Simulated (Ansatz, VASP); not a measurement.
One calculation of WC, two programs

```
W C
1.0
     2.90600    0.00000    0.00000
    -1.45300    2.51667    0.00000
     0.00000    0.00000    2.83700
W C
1 1
Direct
  0.00000 0.00000 0.00000
  0.33333 0.66667 0.50000
```

Alike in both runs: task relaxation of cell and atoms; functional LDA; k mesh 15 × 15 × 15; occupations gaussian, width 0.1 eV; no spin polarisation.

|  | VASP | Ansatz |
| --- | --- | --- |
| version | VASP 6.6.1 | Ansatz 0.2.0 |
| potentials or method | VASP PAW LDA potentials, release 64 (W_sv, C) | scalar-relativistic, plane waves, PAW |
| plane-wave cutoff (eV) | 600 | 420 |
| valence electrons in the cell | 18 | 18 |

VASP gave:

* gap on the k mesh at the Fermi level, each at its own relaxed structure (eV): none
* relaxed volume (Å³/atom): 10.19
* relaxed cell length with the largest relative difference (Å): 2.818

Task: Estimate Ansatz's values.

Result: gap on the k mesh at the Fermi level, each at its own relaxed structure (eV): none; relaxed volume (Å³/atom): 10.13; relaxed cell length with the largest relative difference (Å): 2.812.

LDA's correlation is that of Perdew and Zunger in VASP and of Perdew and Wang (1992) in Ansatz. A gap of «none» marks a metal or a gap that the smearing closes.

Neither program's run includes spin-orbit coupling.
